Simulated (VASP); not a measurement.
# Ir (P6_3/mmc) in VASP: further runs

Ir is run at these levels: PBEsol, PBEsol+D3(BJ), BLYP+D3(BJ); tasks: single point.

All numbers are computed with VASP 6.6.1; they aren't measurements. Logs are shortened: lines on timing, memory, paths and dates and some standing lists are left out, and cuts for length are marked.

## 1. The cell of the first run

It takes space group P6_3/mmc (No. 194, hexagonal). The conventional cell has a = 2.720 Å, b = 2.720 Å, c = 4.408 Å, α = 90.00°, β = 90.00°, γ = 120.00°. Ir (site symmetry -6m2) has 12 Ir at 2.71 to 2.72 Å within 3.6 Å.

This isn't the form of Ir at room conditions, which is fcc.

## 2. Single point, PBEsol

Input file INCAR:

```
ALGO     = Normal         # electronic algorithm
EDIFF    = 1E-6           # SCF threshold, eV
ENCUT    = 560            # plane-wave cutoff, eV
GGA      = PS             # functional
GGA_COMPAT= False        
ISIF     = 2              # what is computed and relaxed
ISMEAR   = -1             # smearing method
LASPH    = True           # aspherical terms in the spheres
LCHARG   = False          # write CHGCAR
LREAL    = False          # projectors in reciprocal space
LWAVE    = False          # write WAVECAR
NBANDS   = 24             # bands
NELM     = 120            # most SCF steps
PREC     = Accurate       # precision mode
SIGMA    = 0.05           # smearing width, eV
```

Input file KPOINTS:

```
k-points
0
Gamma
  11 11 6
```

Input file POSCAR:

```
Ir
1.0
    2.7196960318      0.0000000000      0.0000000000
   -1.3598480159      2.3553258541      0.0000000000
    0.0000000000      0.0000000000      4.4082150668
Ir
2
Direct
    0.3333333333      0.6666666667      0.2500000000
    0.6666666667      0.3333333333      0.7500000000
```

Potentials or basis: VASP PAW PBE potentials, release 64 (Ir_sv_GW).

Started as:

```bash
> cat potpaw_PBE.64/Ir_sv_GW/POTCAR > POTCAR
> mpirun -np 1 vasp_std > vasp.out
```

OUTCAR:

```text
EDIFF = 1E-6
   ENCUT = 560
   GGA = PS
   ISIF = 2
   ISMEAR = -1
   LASPH = True
   LREAL = False
   NELM = 120
   PREC = Accurate

 ion  position               nearest neighbor table
   1  0.333  0.667  0.250-   2 2.71   2 2.71   2 2.71   2 2.71   2 2.71   2 2.71
   2  0.667  0.333  0.750-   1 2.71   1 2.71   1 2.71   1 2.71   1 2.71   1 2.71

  LATTYP: Found a hexagonal cell.
 ALAT       =     2.7196960318
 C/A-ratio  =     1.6208484387

  Lattice vectors:

 A1 = (   2.7196960318,   0.0000000000,   0.0000000000)
 A2 = (  -1.3598480159,   2.3553258541,   0.0000000000)
 A3 = (   0.0000000000,   0.0000000000,   4.4082150668)

Analysis of symmetry for initial positions (statically):
=====================================================================
 Subroutine PRICEL returns:
 Original cell was already a primitive cell.

 Routine SETGRP: Setting up the symmetry group for a
 hexagonal supercell.

 Subroutine GETGRP returns: Found 24 space group operations
 (whereof 12 operations were pure point group operations)
 out of a pool of 24 trial point group operations.

The static configuration has the point symmetry D_3d.
 The point group associated with its full space group is D_6h.

Analysis of symmetry for dynamics (positions and initial velocities):
=====================================================================
 Subroutine PRICEL returns:
 Original cell was already a primitive cell.

 Routine SETGRP: Setting up the symmetry group for a
 hexagonal supercell.

 Subroutine GETGRP returns: Found 24 space group operations
 (whereof 12 operations were pure point group operations)
 out of a pool of 24 trial point group operations.

The dynamic configuration has the point symmetry D_3d.
 The point group associated with its full space group is D_6h.

 Subroutine INISYM returns: Found 24 space group operations
 (whereof 12 operations are pure point group operations),
 and found     1 'primitive' translations

----------------------------------------------------------------------------------------

                                     Primitive cell

  volume of cell :      28.2380

  direct lattice vectors                    reciprocal lattice vectors
     2.719696032  0.000000000  0.000000000     0.367688149  0.212284852  0.000000000
    -1.359848016  2.355325854  0.000000000     0.000000000  0.424569704  0.000000000
     0.000000000  0.000000000  4.408215067     0.000000000  0.000000000  0.226849186

  length of vectors
     2.719696032  2.719696032  4.408215067     0.424569704  0.424569704  0.226849186

  position of ions in fractional coordinates (direct lattice)
     0.333333333  0.666666667  0.250000000
     0.666666667  0.333333333  0.750000000

  ion indices of the primitive-cell ions
   primitive index   ion index
                 1           1
                 2           2

----------------------------------------------------------------------------------------

 KPOINTS: k-points

Automatic generation of k-mesh.
 Grid dimensions read from file:
 generate k-points for:   11   11    6

 Generating k-lattice:

  Cartesian coordinates                     Fractional coordinates (reciprocal lattice)
     0.033426195  0.019298623  0.000000000     0.090909091  0.000000000  0.000000000
     0.000000000  0.038597246  0.000000000     0.000000000  0.090909091  0.000000000
     0.000000000  0.000000000  0.037808198     0.000000000  0.000000000  0.166666667

  Length of vectors
     0.038597246  0.038597246  0.037808198

  Shift w.r.t. Gamma in fractional coordinates (k-lattice)
     0.000000000  0.000000000  0.000000000

 Subroutine IBZKPT returns following result:
 ===========================================

 Found     64 irreducible k-points:

 Following reciprocal coordinates:
            Coordinates               Weight
  0.000000  0.000000  0.000000      1.000000
  0.090909  0.000000  0.000000      6.000000
  0.181818  0.000000  0.000000      6.000000
  0.272727  0.000000  0.000000      6.000000
  0.363636 -0.000000  0.000000      6.000000
  0.454545  0.000000  0.000000      6.000000
[... 16 lines left out ...]
  0.090909  0.090909  0.166667     12.000000
  0.181818  0.090909  0.166667     24.000000
 [... further k-points ...]
   k-points           NKPTS =     64   k-points in BZ     NKDIM =     64   number of bands    NBANDS=     24
   number of dos      NEDOS =    301   number of ions     NIONS =      2
   total plane-waves  NPLWV =  20736
   dimension x,y,z NGX =    24 NGY =   24 NGZ =   36
   dimension x,y,z NGXF=    48 NGYF=   48 NGZF=   72
   ions per type =               2
   NGX,Y,Z   is equivalent  to a cutoff of  14.67, 14.67, 13.58 a.u.
   NGXF,Y,Z  is equivalent  to a cutoff of  29.34, 29.34, 27.15 a.u.
 SYSTEM =  unknown system
   PREC   = accura    normal or accurate (medium, high low for compatibility)
   ISTART =      0    job   : 0-new  1-cont  2-samecut
   ICHARG =      2    charge: 1-file 2-atom 10-const
   ISPIN  =      1    spin polarized calculation?
   LNONCOLLINEAR =      F non collinear calculations
   LSORBIT =      F    spin-orbit coupling
   LASPH  =      T    aspherical Exc in radial PAW
   ENCUT  =  560.0 eV  41.16 Ry    6.42 a.u.   5.25  5.25  8.51*2*pi/ulx,y,z
   NELM   =    120;   NELMIN=  2; NELMDL= -5     # of ELM steps
   EDIFF  = 0.1E-05   stopping-criterion for ELM
   LREAL  =      F    real-space projection
   EDIFFG = 0.1E-04   stopping-criterion for IOM
   NSW    =      0    number of steps for IOM
   IBRION =     -1    ionic relax: 0-MD 1-quasi-New 2-CG
   NFREE  =      0    steps in history (QN), initial steepest desc. (CG)
   ISIF   =      2    stress and relaxation
   ISYM   =      2    0-nonsym 1-usesym 2-fastsym
   POTIM  = 0.5000    time-step for ionic-motion
   TEBEG  =    0.0;   TEEND  =   0.0 temperature during run
   PSTRESS=    0.0 pullay stress
   NELECT =      34.0000    total number of electrons
   NUPDOWN=      -1.0000    fix difference up-down
   EMIN   =  10.00;   EMAX   =-10.00  energy-range for DOS
   EFERMI =   0.00;   METHOD = LEGACY
   ISMEAR =    -1;   SIGMA  =   0.05  broadening in eV -4-tet -1-fermi 0-gaus
   EFERMI_NEDOS =   21; number of points for ismear=-14 and -15
   IALGO  =     38    algorithm
   IMIX   =      4    mixing-type and parameters
     AMIX     =   0.40;   BMIX     =  1.00
     AMIX_MAG =   1.60;   BMIX_MAG =  1.00
  volume/ion in A,a.u.               =      14.12        95.28
  Fermi-wavevector in a.u.,A,eV,Ry     =   1.741632  3.291207 41.270313  3.033282
  Thomas-Fermi vector in A             =   2.814052
   LORBIT       =      0    0 simple, 1 ext, 2 COOP (PROOUT), +10 PAW based schemes
   GGA     = PS    functional components
   LHFCALC =     F    Hartree Fock is set to
   AEXX    =    0.0000 exact exchange contribution
   IVDW    =     0    specifies the selected vdW correction
   LEPSILON=     F    determine dielectric tensor
   LRPA    =     F    only Hartree local field effects (RPA)
 non-spin polarized calculation
  energy-cutoff  :      560.00
  volume of cell :       28.24
 maximum number of plane-waves:       864
 NGX is ok and might be reduce to    24
   NGX = 11   NGY = 11   NGZ = 17

 number of electron      34.0000000 magnetization

 Free energy of the ion-electron system (eV)
  ---------------------------------------------------
  ext. energy  EPLUGINS =         0.00000000
  ---------------------------------------------------
  free energy    TOTEN  =       -20.62587668 eV

  energy without entropy =      -20.60185587  energy(sigma->0) =      -20.61386628

 E-fermi :  12.8802     XC(G=0): -14.7183

 val. band max:       12.8790645382   @ k =   0.2727   0.0909   0.3333
 cond. band min:      12.8992844918   @ k =   0.1818   0.0000   0.5000
 fundamental gap:      0.0202199537
 Fermi energy:        12.8801727158

 k-point     1 :       0.0000    0.0000    0.0000
  band No.  band energies     occupation
      1     -80.2409      2.00000
      2     -80.1733      2.00000
      3     -37.4412      2.00000
      4     -36.7361      2.00000
      5     -36.7361      2.00000
      6     -36.6318      2.00000
[... 16 lines left out ...]
     23      28.5348      0.00000
     24      29.6581      0.00000

 k-point     2 :       0.0909    0.0000    0.0000
  band No.  band energies     occupation
      1     -80.2365      2.00000
      2     -80.1709      2.00000
      3     -37.4208      2.00000
      4     -36.7830      2.00000
      5     -36.7511      2.00000
      6     -36.6677      2.00000
[... 16 lines left out ...]
     23      28.9511      0.00000
     24      30.1903      0.00000

 k-point     3 :       0.1818    0.0000    0.0000
  band No.  band energies     occupation
      1     -80.2243      2.00000
      2     -80.1657      2.00000
      3     -37.3629      2.00000
      4     -36.9096      2.00000
      5     -36.7976      2.00000
      6     -36.7913      2.00000
[... 16 lines left out ...]
     23      29.3525      0.00000
     24      30.3520      0.00000

 k-point     4 :       0.2727    0.0000    0.0000
  band No.  band energies     occupation
      1     -80.2069      2.00000
      2     -80.1590      2.00000
      3     -37.2773      2.00000
      4     -37.0745      2.00000
      5     -36.9614      2.00000
      6     -36.8419      2.00000
[... 16 lines left out ...]
     23      27.9306      0.00000
     24      28.0895      0.00000

 k-point     5 :       0.3636   -0.0000    0.0000
  band No.  band energies     occupation
      1     -80.1898      2.00000
      2     -80.1549      2.00000
      3     -37.2265      2.00000
      4     -37.1816      2.00000
      5     -37.1079      2.00000
      6     -36.8868      2.00000
[... 451 lines left out ...]
 k-point    22 :       0.4545    0.0000    0.1667
  band No.  band energies     occupation
      1     -80.1762      2.00000
      2     -80.1555      2.00000
      3     -37.3513      2.00000
      4     -37.2322      2.00000
      5     -37.0424      2.00000
      6     -36.9004      2.00000
[... 16 lines left out ...]
     23      25.1172      0.00000
     24      25.7558      0.00000

 k-point    23 :       0.0909    0.0909    0.1667
  band No.  band energies     occupation
      1     -80.2240      2.00000
      2     -80.1713      2.00000
      3     -37.3405      2.00000
      4     -36.8478      2.00000
      5     -36.8148      2.00000
      6     -36.7589      2.00000
[... 16 lines left out ...]
     23      29.5818      0.00000
     24      30.0144      0.00000

 k-point    24 :       0.1818    0.0909    0.1667
  band No.  band energies     occupation
      1     -80.2098      2.00000
      2     -80.1647      2.00000
      3     -37.2885      2.00000
      4     -36.9753      2.00000
      5     -36.9429      2.00000
      6     -36.8136      2.00000
[... 16 lines left out ...]
     23      28.0912      0.00000
     24      29.0949      0.00000

 [... further k-points ...]
[... 5 lines left out ...]
  --------------------------------------------------------------------------------------
  -------------------------------------------------------------------------------------
  Total       -0.3290195     -0.3290195     -0.3340550     -0.0000000      0.0000000      0.0000000
  in kB      -18.6680108    -18.6680108    -18.9537154     -0.0000000      0.0000000      0.0000000
  external PRESSURE =     -18.7632456 kB  Pullay stress =       0.0000000 kB

 VOLUME and BASIS-vectors are now :
 -----------------------------------------------------------------------------
  energy-cutoff  :      560.00
  volume of cell :       28.24
      direct lattice vectors                 reciprocal lattice vectors
     2.719696032  0.000000000  0.000000000     0.367688149  0.212284852  0.000000000
    -1.359848016  2.355325854  0.000000000     0.000000000  0.424569704  0.000000000
     0.000000000  0.000000000  4.408215067     0.000000000  0.000000000  0.226849186

 POSITION                                       TOTAL-FORCE (eV/Angst)
 -----------------------------------------------------------------------------------
     -0.00000      1.57022      1.10205        -0.000000     -0.000000      0.000000
      1.35985      0.78511      3.30616         0.000000      0.000000      0.000000
 -----------------------------------------------------------------------------------
    total drift:                               -0.000000      0.000000     -0.000000

  FREE ENERGIE OF THE ION-ELECTRON SYSTEM (eV)
  ---------------------------------------------------
  free  energy   TOTEN  =       -20.6258766814 eV

  energy  without entropy=      -20.6018558703  energy(sigma->0) =      -20.61386628
```

Wall time 21 s (1 thread of AMD EPYC 9R45 (Zen 5), shared host); peak memory 0.15 GiB.

What came out:

- Free energy: -20.6259 eV
- Pressure: -1.9 GPa
- Band gap on the k mesh: zero (bands 17 and 18 overlap by 3.29 eV)

Levels at points of the mesh, in eV from the Fermi level:
| k point | band 13 | band 14 | band 15 | band 16 | band 17 | band 18 | band 19 | band 20 | band 21 | band 22 |
| --- | --- | --- | --- | --- | --- | --- | --- | --- | --- | --- |
| (0.00, 0.00, 0.00) | -3.86 | -3.20 | -3.20 | -2.40 | -2.40 | -0.86 | 0.29 | 0.29 | 7.09 | 13.65 |
| (0.00, 0.00, 0.50) | -3.99 | -3.99 | -3.99 | -3.99 | -0.46 | -0.46 | -0.46 | -0.46 | 13.14 | 13.14 |

Caveat: the PAW data sets were made with another functional, which shifts forces and pressure a little; spin-orbit coupling is left out, which moves the levels of the heavy elements.

[end of part 1 of 2]

The gap in the log of VASP goes by the Fermi energy; the results here count the filled bands.